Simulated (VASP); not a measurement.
# LaNiF6 (R-3m) in VASP: further runs, part 2 of 2

VASP 6.6.1. The steps go on from the part before.

### Step 3. Single point, r2SCAN

The input, POSCAR:

```
LaNiF6
1.0
    3.5732410000      2.0630140000      2.2414030000
   -3.5732410000      2.0630140000      2.2414030000
    0.0000000000     -4.1260270000      2.2414030000
La Ni F
1 1 6
Direct
    0.5000000000      0.5000000000      0.5000000000
    0.0000000000      0.0000000000      0.0000000000
    0.2760000000      0.9160000000      0.2760000000
    0.2760000000      0.2760000000      0.9160000000
    0.9160000000      0.2760000000      0.2760000000
    0.7240000000      0.0840000000      0.7240000000
    0.0840000000      0.7240000000      0.7240000000
    0.7240000000      0.7240000000      0.0840000000
```

The input, INCAR.step1:

```
ALGO     = Normal         # electronic algorithm
EDIFF    = 1E-4           # SCF threshold, eV
ENCUT    = 520            # plane-wave cutoff, eV
GGA      = PE             # functional
ISMEAR   = -1             # smearing method
LASPH    = True           # aspherical terms in the spheres
LCHARG   = False          # write CHGCAR
LREAL    = False          # projectors in reciprocal space
LWAVE    = True           # write WAVECAR
NBANDS   = 42             # bands
NELM     = 60             # most SCF steps
PREC     = Accurate       # precision mode
SIGMA    = 0.025          # smearing width, eV
```

The input, INCAR.step2:

```
ALGO     = Normal         # electronic algorithm
EDIFF    = 1E-7           # SCF threshold, eV
ENCUT    = 520            # plane-wave cutoff, eV
ISIF     = 2              # what is computed and relaxed
ISMEAR   = -1             # smearing method
ISTART   = 1            
LASPH    = True           # aspherical terms in the spheres
LCHARG   = True           # write CHGCAR
LELF     = True           # ELF
LMIXTAU  = True         
LREAL    = False          # projectors in reciprocal space
LVHAR    = True         
LWAVE    = False          # write WAVECAR
METAGGA  = R2SCAN         # meta-GGA
NBANDS   = 42             # bands
NELM     = 60             # most SCF steps
PREC     = Accurate       # precision mode
SIGMA    = 0.025          # smearing width, eV
```

The input, KPOINTS:

```
k-points
0
Gamma
  4 4 4
```

Potentials or basis: VASP PAW PBE potentials, release 64 (La, Ni, F).

Run with:

```console
$ cat potpaw_PBE.64/La/POTCAR potpaw_PBE.64/Ni/POTCAR potpaw_PBE.64/F/POTCAR > POTCAR
$ cp INCAR.step1 INCAR
$ mpirun -np 1 vasp_std > vasp.out
$ cp INCAR.step2 INCAR
$ mpirun -np 1 vasp_std > vasp.out
```

OUTCAR:

```text
EDIFF = 1E-7
   ENCUT = 520
   ISIF = 2
   ISMEAR = -1
   ISTART = 1
   LASPH = True
   LREAL = False
   METAGGA = R2SCAN
   NELM = 60
   PREC = Accurate

 ion  position               nearest neighbor table
   1  0.500  0.500  0.500-   3 2.64   5 2.64   6 2.64   7 2.64   4 2.64   8 2.64   7 2.75   6 2.75
                             3 2.75   5 2.75   8 2.75   4 2.75   2 3.36   2 3.36
   2  0.000  0.000  0.000-   3 1.82   5 1.82   6 1.82   7 1.82   4 1.82   8 1.82   1 3.36   1 3.36

   3  0.276  0.916  0.276-   2 1.82   1 2.64   1 2.75
   4  0.276  0.276  0.916-   2 1.82   1 2.64   1 2.75
   5  0.916  0.276  0.276-   2 1.82   1 2.64   1 2.75
   6  0.724  0.084  0.724-   2 1.82   1 2.64   1 2.75
[... 786 lines left out ...]
  in kB      -36.1707255    -36.1707961     -0.0797743      0.0000000     -0.0000000      0.0000000
  external PRESSURE =     -24.1404319 kB  Pullay stress =       0.0000000 kB

 VOLUME and BASIS-vectors are now :
 -----------------------------------------------------------------------------
  energy-cutoff  :      520.00
  volume of cell :       99.14
      direct lattice vectors                 reciprocal lattice vectors
     3.573241000  2.063014000  2.241403000     0.139928989  0.080787961  0.148716365
    -3.573241000  2.063014000  2.241403000    -0.139928989  0.080787961  0.148716365
     0.000000000 -4.126027000  2.241403000     0.000000000 -0.161575921  0.148716401

 POSITION                                       TOTAL-FORCE (eV/Angst)
 -----------------------------------------------------------------------------------
      0.00000      0.00000      3.36210        -0.000000      0.000000      0.000000
      0.00000      0.00000      0.00000        -0.000000      0.000000      0.000000
     -2.28687      1.32033      3.29038         0.470673     -0.271743      1.111413
      0.00000     -2.64066      3.29038        -0.000000      0.543487      1.111413
      2.28687      1.32033      3.29038        -0.470673     -0.271743      1.111413
      2.28687     -1.32033      3.43383        -0.470673      0.271743     -1.111413
     -2.28687     -1.32033      3.43383         0.470673      0.271743     -1.111413
      0.00000      2.64066      3.43383        -0.000000     -0.543487     -1.111413
 -----------------------------------------------------------------------------------
    total drift:                               -0.000000      0.000000      0.000000

  FREE ENERGIE OF THE ION-ELECTRON SYSTEM (eV)
  ---------------------------------------------------
  free  energy   TOTEN  =       -84.5867664453 eV

  energy  without entropy=      -84.5686032325  energy(sigma->0) =      -84.57768484
```

OSZICAR.step1:

```text
N       E                     dE             d eps       ncg     rms          rms(c)
DAV:   1     0.759883204822E+03    0.75988E+03   -0.29140E+04  1324   0.223E+03
DAV:   2     0.888406974122E+02   -0.67104E+03   -0.57210E+03  1268   0.469E+02
DAV:   3    -0.418758025431E+02   -0.13072E+03   -0.11945E+03  1350   0.206E+02
DAV:   4    -0.512093034622E+02   -0.93335E+01   -0.91825E+01  1618   0.581E+01
DAV:   5    -0.516360291032E+02   -0.42673E+00   -0.42405E+00  1758   0.104E+01    0.301E+01
DAV:   6    -0.608196875825E+02   -0.91837E+01   -0.16369E+02  1464   0.117E+02    0.657E+01
DAV:   7    -0.446613373935E+02    0.16158E+02   -0.26420E+01  1638   0.959E+01    0.137E+01
DAV:   8    -0.430568872084E+02    0.16045E+01   -0.62974E+00  1664   0.408E+01    0.758E+00
DAV:   9    -0.429020846156E+02    0.15480E+00   -0.27594E+00  1462   0.118E+01    0.323E+00
DAV:  10    -0.428978846433E+02    0.42000E-02   -0.30813E-01  1808   0.670E+00    0.249E+00
DAV:  11    -0.429041604968E+02   -0.62759E-02   -0.30215E-02  1542   0.111E+00    0.820E-01
DAV:  12    -0.429028025894E+02    0.13579E-02   -0.97571E-03  1728   0.968E-01    0.325E-01
DAV:  13    -0.429025441408E+02    0.25845E-03   -0.25680E-03  1604   0.469E-01    0.156E-01
DAV:  14    -0.429025363786E+02    0.77622E-05   -0.16531E-04   888   0.101E-01
   1 F= -.42902536E+02 E0= -.42893726E+02  d E =-.176215E-01
```

It took 94 s on 1 thread of Intel Xeon 6975P-C (Granite Rapids), shared host; peak memory 0.25 GiB.

Results:

```
Free energy   : -84.5868 eV
Pressure      : -2.4 GPa
Largest force : 1.237 eV/Å
```

Forces on the atoms (eV/Å):
```
La   0.000  0.000  0.000
Ni   0.000  0.000  0.000
F    0.471 -0.272  1.111
F    0.000  0.543  1.111
F   -0.471 -0.272  1.111
F   -0.471  0.272 -1.111
F    0.471  0.272 -1.111
F    0.000 -0.543 -1.111
```

Levels at points of the mesh, in eV from the Fermi level:
```tsv
k point	band 28	band 29	band 30	band 31	band 32	band 33	band 34	band 35
(0.00, 0.00, 0.00)	-2.95	-2.38	-2.37	-2.37	-0.15	-0.15	2.42	2.42
(0.50, 0.00, 0.00)	-3.43	-2.36	-2.32	-2.14	0.11	0.32	2.42	2.44
(0.50, 0.50, 0.00)	-3.72	-2.57	-2.37	-2.02	-0.10	0.27	2.41	2.43
(0.50, 0.50, 0.50)	-3.35	-2.46	-2.14	-2.14	0.00	0.00	2.39	2.47
```

Caveat: the PAW data sets were made with another functional, which shifts forces and pressure a little; spin-orbit coupling is left out, which moves the levels of the heavy elements; an odd number of electrons without spin polarisation forces a metal; a magnetic or distorted state may lie lower; the run has no spin polarisation, though such a crystal can be magnetic; semilocal functionals often make such compounds metallic where correlation or magnetic order opens a gap, which also shifts bond lengths. Spin polarisation is off, so any magnetic state and its effect on volume and gap are missing.

### Step 4. Single point, r2SCAN

POSCAR is that of step 3.

The input, INCAR.step1:

```
PREC = Accurate
ENCUT = 520
ISMEAR = -5
SIGMA = 0.1
LREAL = F
LASPH = T
NELM = 60
NBANDS = 42
GGA = PE
ALGO = Normal
EDIFF = 1E-4
LWAVE = T
LCHARG = F
```

The input, INCAR.step2:

```
PREC = Accurate
ENCUT = 520
EDIFF = 1E-6
ISMEAR = -5
SIGMA = 0.1
LREAL = F
LASPH = T
NELM = 60
ALGO = Normal
ISIF = 2
LWAVE = F
LCHARG = T
METAGGA = R2SCAN
LMIXTAU = T
LELF = T
LVHAR = T
NBANDS = 42
ISTART = 1
```

The input, KPOINTS:

```
Automatic mesh
0
Gamma
  4 4 4
```

Run with:

```console
$ cat potpaw_PBE.64/La/POTCAR potpaw_PBE.64/Ni/POTCAR potpaw_PBE.64/F/POTCAR > POTCAR
$ cp INCAR.step1 INCAR
$ mpirun -np 1 vasp_std > vasp.out
$ cp INCAR.step2 INCAR
$ mpirun -np 1 vasp_std > vasp.out
```

It took 88 s on 1 thread of Intel Xeon 6975P-C (Granite Rapids), shared host; peak memory 0.24 GiB.

It converged, with:

- Free energy: -84.5754 eV
- Pressure: -2.4 GPa
- Largest force: 1.233 eV/Å

Forces on the atoms (eV/Å):
```
La   0.000  0.000  0.000
Ni   0.000  0.000  0.000
F    0.471 -0.272  1.106
F    0.000  0.544  1.106
F   -0.471 -0.272  1.106
F   -0.471  0.272 -1.106
F    0.471  0.272 -1.106
F    0.000 -0.544 -1.106
```

Stress tensor (GPa, compression positive):
```
-3.63  0.00  0.00
 0.00 -3.63  0.00
 0.00  0.00  0.02
```

Levels at points of the mesh, in eV from the Fermi level:
```
           k point  band 30  band 31  band 32  band 33  band 34  band 35
(0.00, 0.00, 0.00)    -2.39    -2.39    -0.16    -0.16     2.40     2.40
(0.50, 0.00, 0.00)    -2.34    -2.15     0.09     0.30     2.41     2.42
(0.50, 0.50, 0.00)    -2.38    -2.04    -0.11     0.26     2.40     2.42
(0.50, 0.50, 0.50)    -2.16    -2.16    -0.01    -0.01     2.38     2.46
```

Caveat: the PAW data sets were made with another functional, which shifts forces and pressure a little; spin-orbit coupling is left out, which moves the levels of the heavy elements; an odd number of electrons without spin polarisation forces a metal; a magnetic or distorted state may lie lower; the run has no spin polarisation, though such a crystal can be magnetic; semilocal functionals often make such compounds metallic where correlation or magnetic order opens a gap, which also shifts bond lengths; tetrahedron occupations give inexact forces and stress in metals.

### Step 5. Summary

```tsv
smearing	gap on the mesh (eV)	pressure (GPa)	largest force (eV/Å)
fermi-dirac 0.1 eV	none	-2.3	1.22
fermi-dirac 0.025 eV	none	-2.4	1.24
tetrahedron	none	-2.4	1.23
```

Alike in all rows: task single point; level r2SCAN; potentials or basis VASP PAW PBE potentials, release 64 (La, Ni, F); no spin polarisation; cell as given; k mesh 4 × 4 × 4; cutoff (eV) 520.

Every run on the cell as given and a fine mesh finds a metal.

Caveats: the PAW data sets were made with another functional, which shifts forces and pressure a little; spin-orbit coupling is left out, which moves the levels of the heavy elements; an odd number of electrons without spin polarisation forces a metal; a magnetic or distorted state may lie lower; the run has no spin polarisation, though such a crystal can be magnetic; semilocal functionals often make such compounds metallic where correlation or magnetic order opens a gap, which also shifts bond lengths; tetrahedron occupations give inexact forces and stress in metals (some runs).

Absolute energies hang on the potentials; compare differences alone.
